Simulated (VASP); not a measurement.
# KF (P4/mmm) in VASP: a series of runs

KF is run at these levels: PBE; tasks: single point.

Program: VASP 6.6.1. These are calculated values, not measurements. Logs are shortened: lines on timing, memory, paths and dates and some standing lists are left out, and cuts for length are marked.

## Step 1: The cell of the first run

The structure is tetragonal, space group P4/mmm (No. 123). Conventional cell: a = 3.304 Å, b = 3.304 Å, c = 3.171 Å, α = 90.00°, β = 90.00°, γ = 90.00°. K (site symmetry 4/mmm) has 8 F at 2.82 Å and 6 K at 3.17 to 3.30 Å within 3.7 Å. F (site symmetry 4/mmm) has 8 K at 2.82 Å and 6 F at 3.17 to 3.30 Å within 3.7 Å.

## Step 2: Single point, PBE

Input file INCAR:

```
PREC = Accurate
ENCUT = 520
EDIFF = 1E-6
ISMEAR = 0
SIGMA = 0.05
LREAL = False
LASPH = True
NELM = 60
ALGO = Normal
ISIF = 2
LWAVE = False
LCHARG = True
GGA = PE
LELF = True
LVHAR = True
NBANDS = 15
```

Input file KPOINTS:

```
Automatic mesh
0
Gamma
  8 8 8
```

Input file POSCAR:

```
KF
1.0
    3.3036037674      0.0000000000      0.0000000000
    0.0000000000      3.3036037674      0.0000000000
    0.0000000000      0.0000000000      3.1714596167
K F
1 1
Direct
    0.0000000000      0.0000000000      0.0000000000
    0.5000000000      0.5000000000      0.5000000000
```

Potentials or basis: VASP PAW PBE potentials, release 64 (K_sv, F).

Launch:

```console
> cat potpaw_PBE.64/K_sv/POTCAR potpaw_PBE.64/F/POTCAR > POTCAR
> mpirun -np 1 vasp_std > vasp.out
```

OUTCAR:

```text
PREC = Accurate
   ENCUT = 520
   EDIFF = 1E-6
   ISMEAR = 0
   LREAL = False
   LASPH = True
   NELM = 60
   ISIF = 2
   GGA = PE

 ion  position               nearest neighbor table
   1  0.000  0.000  0.000-   2 2.82   2 2.82   2 2.82   2 2.82   2 2.82   2 2.82   2 2.82   2 2.82

   2  0.500  0.500  0.500-   1 2.82   1 2.82   1 2.82   1 2.82   1 2.82   1 2.82   1 2.82   1 2.82

  LATTYP: Found a simple tetragonal cell.
 ALAT       =     3.3036037674
 C/A-ratio  =     0.9600000000

  Lattice vectors:

 A1 = (   3.3036037674,   0.0000000000,   0.0000000000)
 A2 = (   0.0000000000,   3.3036037674,   0.0000000000)
 A3 = (   0.0000000000,   0.0000000000,   3.1714596167)

Analysis of symmetry for initial positions (statically):
=====================================================================
 Subroutine PRICEL returns:
 Original cell was already a primitive cell.

 Routine SETGRP: Setting up the symmetry group for a
 simple tetragonal supercell.

 Subroutine GETGRP returns: Found 16 space group operations
 (whereof 16 operations were pure point group operations)
 out of a pool of 16 trial point group operations.

The static configuration has the point symmetry D_4h.

Analysis of symmetry for dynamics (positions and initial velocities):
=====================================================================
 Subroutine PRICEL returns:
 Original cell was already a primitive cell.

 Routine SETGRP: Setting up the symmetry group for a
 simple tetragonal supercell.

 Subroutine GETGRP returns: Found 16 space group operations
 (whereof 16 operations were pure point group operations)
 out of a pool of 16 trial point group operations.

The dynamic configuration has the point symmetry D_4h.

 Subroutine INISYM returns: Found 16 space group operations
 (whereof 16 operations are pure point group operations),
 and found     1 'primitive' translations

----------------------------------------------------------------------------------------

                                     Primitive cell

  volume of cell :      34.6127

  direct lattice vectors                    reciprocal lattice vectors
     3.303603767  0.000000000  0.000000000     0.302699740  0.000000000  0.000000000
     0.000000000  3.303603767  0.000000000     0.000000000  0.302699740  0.000000000
     0.000000000  0.000000000  3.171459617     0.000000000  0.000000000  0.315312229

  length of vectors
     3.303603767  3.303603767  3.171459617     0.302699740  0.302699740  0.315312229

  position of ions in fractional coordinates (direct lattice)
     0.000000000  0.000000000  0.000000000
     0.500000000  0.500000000  0.500000000

  ion indices of the primitive-cell ions
   primitive index   ion index
                 1           1
                 2           2

----------------------------------------------------------------------------------------

 KPOINTS: Automatic mesh

Automatic generation of k-mesh.
 Grid dimensions read from file:
 generate k-points for:    8    8    8

 Generating k-lattice:

  Cartesian coordinates                     Fractional coordinates (reciprocal lattice)
     0.037837467  0.000000000  0.000000000     0.125000000  0.000000000  0.000000000
     0.000000000  0.037837467  0.000000000     0.000000000  0.125000000  0.000000000
     0.000000000  0.000000000  0.039414029     0.000000000  0.000000000  0.125000000

  Length of vectors
     0.037837467  0.037837467  0.039414029

  Shift w.r.t. Gamma in fractional coordinates (k-lattice)
     0.000000000  0.000000000  0.000000000

 Subroutine IBZKPT returns following result:
 ===========================================

 Found     75 irreducible k-points:

 Following reciprocal coordinates:
            Coordinates               Weight
  0.000000  0.000000  0.000000      1.000000
  0.125000  0.000000  0.000000      4.000000
  0.250000  0.000000  0.000000      4.000000
  0.375000  0.000000  0.000000      4.000000
  0.500000  0.000000  0.000000      2.000000
  0.125000  0.125000  0.000000      4.000000
[... 16 lines left out ...]
  0.375000  0.125000  0.125000     16.000000
  0.500000  0.125000  0.125000      8.000000
 [... further k-points ...]
   k-points           NKPTS =     75   k-points in BZ     NKDIM =     75   number of bands    NBANDS=     15
   number of dos      NEDOS =    301   number of ions     NIONS =      2
   total plane-waves  NPLWV =  18816
   dimension x,y,z NGX =    28 NGY =   28 NGZ =   24
   dimension x,y,z NGXF=    56 NGYF=   56 NGZF=   48
   ions per type =               1   1
   NGX,Y,Z   is equivalent  to a cutoff of  14.09, 14.09, 12.58 a.u.
   NGXF,Y,Z  is equivalent  to a cutoff of  28.18, 28.18, 25.16 a.u.
 SYSTEM =  unknown system
   PREC   = accura    normal or accurate (medium, high low for compatibility)
   ISTART =      0    job   : 0-new  1-cont  2-samecut
   ICHARG =      2    charge: 1-file 2-atom 10-const
   ISPIN  =      1    spin polarized calculation?
   LNONCOLLINEAR =      F non collinear calculations
   LSORBIT =      F    spin-orbit coupling
   LASPH  =      T    aspherical Exc in radial PAW
   ENCUT  =  520.0 eV  38.22 Ry    6.18 a.u.   6.14  6.14  5.90*2*pi/ulx,y,z
   NELM   =     60;   NELMIN=  2; NELMDL= -5     # of ELM steps
   EDIFF  = 0.1E-05   stopping-criterion for ELM
   LREAL  =      F    real-space projection
   EDIFFG = 0.1E-04   stopping-criterion for IOM
   NSW    =      0    number of steps for IOM
   IBRION =     -1    ionic relax: 0-MD 1-quasi-New 2-CG
   NFREE  =      0    steps in history (QN), initial steepest desc. (CG)
   ISIF   =      2    stress and relaxation
   ISYM   =      2    0-nonsym 1-usesym 2-fastsym
   POTIM  = 0.5000    time-step for ionic-motion
   TEBEG  =    0.0;   TEEND  =   0.0 temperature during run
   PSTRESS=    0.0 pullay stress
   NELECT =      16.0000    total number of electrons
   NUPDOWN=      -1.0000    fix difference up-down
   EMIN   =  10.00;   EMAX   =-10.00  energy-range for DOS
   EFERMI =   0.00;   METHOD = LEGACY
   ISMEAR =     0;   SIGMA  =   0.05  broadening in eV -4-tet -1-fermi 0-gaus
   EFERMI_NEDOS =   21; number of points for ismear=-14 and -15
   IALGO  =     38    algorithm
   IMIX   =      4    mixing-type and parameters
     AMIX     =   0.40;   BMIX     =  1.00
     AMIX_MAG =   1.60;   BMIX_MAG =  1.00
  volume/ion in A,a.u.               =      17.31       116.79
  Fermi-wavevector in a.u.,A,eV,Ry     =   1.265814  2.392041 21.800402  1.602284
  Thomas-Fermi vector in A             =   2.399047
   LORBIT       =      0    0 simple, 1 ext, 2 COOP (PROOUT), +10 PAW based schemes
   GGA     = PE    functional components
   LHFCALC =     F    Hartree Fock is set to
   AEXX    =    0.0000 exact exchange contribution
   IVDW    =     0    specifies the selected vdW correction
   LEPSILON=     F    determine dielectric tensor
   LRPA    =     F    only Hartree local field effects (RPA)
 non-spin polarized calculation
 Gauss-broadening in eV      SIGMA  =   0.05
  energy-cutoff  :      520.00
  volume of cell :       34.61
 maximum number of plane-waves:       952
 NGX is ok and might be reduce to    28
   NGX = 13   NGY = 13   NGZ = 11

 number of electron      16.0000005 magnetization

 Free energy of the ion-electron system (eV)
  ---------------------------------------------------
  ext. energy  EPLUGINS =         0.00000000
  ---------------------------------------------------
  free energy    TOTEN  =        -8.08337959 eV

  energy without entropy =       -8.08337959  energy(sigma->0) =       -8.08337959

 E-fermi :  -1.7358     XC(G=0):  -9.0242

 val. band max:       -1.9367630174   @ k =   0.5000   0.5000   0.0000
 cond. band min:       4.2160277373   @ k =   0.0000   0.0000   0.0000
 fundamental gap:      6.1527907547
 Fermi energy:        -1.7358446076

 k-point     1 :       0.0000    0.0000    0.0000
  band No.  band energies     occupation
      1     -29.0702      2.00000
      2     -20.9285      2.00000
      3     -12.1313      2.00000
      4     -12.1313      2.00000
      5     -12.0271      2.00000
      6      -2.1263      2.00000
      7      -2.1263      2.00000
      8      -1.9831      2.00000
      9       4.2160      0.00000
     10       6.1998      0.00000
     11       6.2947      0.00000
     12      11.5917      0.00000
     13      11.8748      0.00000
     14      11.8748      0.00000
     15      18.5679      0.00000

 k-point     2 :       0.1250    0.0000    0.0000
  band No.  band energies     occupation
      1     -29.0542      2.00000
      2     -20.9333      2.00000
      3     -12.2235      2.00000
      4     -12.1163      2.00000
      5     -12.0138      2.00000
      6      -2.3201      2.00000
      7      -2.1452      2.00000
      8      -1.9959      2.00000
      9       4.6168      0.00000
     10       6.3772      0.00000
     11       6.5622      0.00000
     12      11.3679      0.00000
     13      11.6459      0.00000
     14      11.9169      0.00000
     15      17.5045      0.00000

 k-point     3 :       0.2500    0.0000    0.0000
  band No.  band energies     occupation
      1     -29.0151      2.00000
      2     -20.9460      2.00000
      3     -12.4370      2.00000
      4     -12.0799      2.00000
      5     -11.9815      2.00000
      6      -2.7374      2.00000
      7      -2.1918      2.00000
      8      -2.0278      2.00000
      9       5.6035      0.00000
     10       6.6794      0.00000
     11       7.4092      0.00000
     12      10.9033      0.00000
     13      11.1667      0.00000
     14      12.0214      0.00000
     15      15.9938      0.00000
[... 343 lines left out ...]
 k-point    23 :       0.3750    0.1250    0.1250
  band No.  band energies     occupation
      1     -28.9422      2.00000
      2     -20.9305      2.00000
      3     -12.6514      2.00000
      4     -12.1493      2.00000
      5     -12.0967      2.00000
      6      -2.9605      2.00000
      7      -2.3170      2.00000
      8      -2.1474      2.00000
      9       7.0407      0.00000
     10       7.4996      0.00000
     11       8.3050      0.00000
     12      10.0349      0.00000
     13      10.7262      0.00000
     14      11.2347      0.00000
     15      15.0849      0.00000

 k-point    24 :       0.5000    0.1250    0.1250
  band No.  band energies     occupation
      1     -28.9265      2.00000
      2     -20.9312      2.00000
      3     -12.7377      2.00000
      4     -12.1437      2.00000
      5     -12.0837      2.00000
      6      -3.0707      2.00000
      7      -2.3344      2.00000
      8      -2.1391      2.00000
      9       7.5683      0.00000
     10       7.6907      0.00000
     11       8.1351      0.00000
     12       9.8495      0.00000
     13      11.2209      0.00000
     14      11.2765      0.00000
     15      14.2820      0.00000

 [... further k-points ...]
[... 5 lines left out ...]
  --------------------------------------------------------------------------------------
  -------------------------------------------------------------------------------------
  Total       -0.2526506     -0.2526506      0.5019833      0.0000000      0.0000000      0.0000000
  in kB      -11.6948836    -11.6948836     23.2361828      0.0000000      0.0000000      0.0000000
  external PRESSURE =      -0.0511948 kB  Pullay stress =       0.0000000 kB

 VOLUME and BASIS-vectors are now :
 -----------------------------------------------------------------------------
  energy-cutoff  :      520.00
  volume of cell :       34.61
      direct lattice vectors                 reciprocal lattice vectors
     3.303603767  0.000000000  0.000000000     0.302699740  0.000000000  0.000000000
     0.000000000  3.303603767  0.000000000     0.000000000  0.302699740  0.000000000
     0.000000000  0.000000000  3.171459617     0.000000000  0.000000000  0.315312229

 POSITION                                       TOTAL-FORCE (eV/Angst)
 -----------------------------------------------------------------------------------
      0.00000      0.00000      0.00000         0.000000      0.000000      0.000000
      1.65180      1.65180      1.58573         0.000000      0.000000      0.000000
 -----------------------------------------------------------------------------------
    total drift:                                0.000000      0.000000      0.000000

  FREE ENERGIE OF THE ION-ELECTRON SYSTEM (eV)
  ---------------------------------------------------
  free  energy   TOTEN  =        -8.0833795912 eV

  energy  without entropy=       -8.0833795911  energy(sigma->0) =       -8.08337959
```

It took 49 s on 1 thread of Intel Xeon Platinum 8259CL at 2.50GHz (Skylake/Cascade Lake), shared host; peak memory 0.17 GiB.

Results:

* Free energy: -8.0834 eV
* Pressure: 0.0 GPa
* Band gap on the k mesh: 6.15 eV, indirect (least direct gap 6.20 eV)

 A k mesh can miss the band edges.

(Continued in part 2 of 2.)
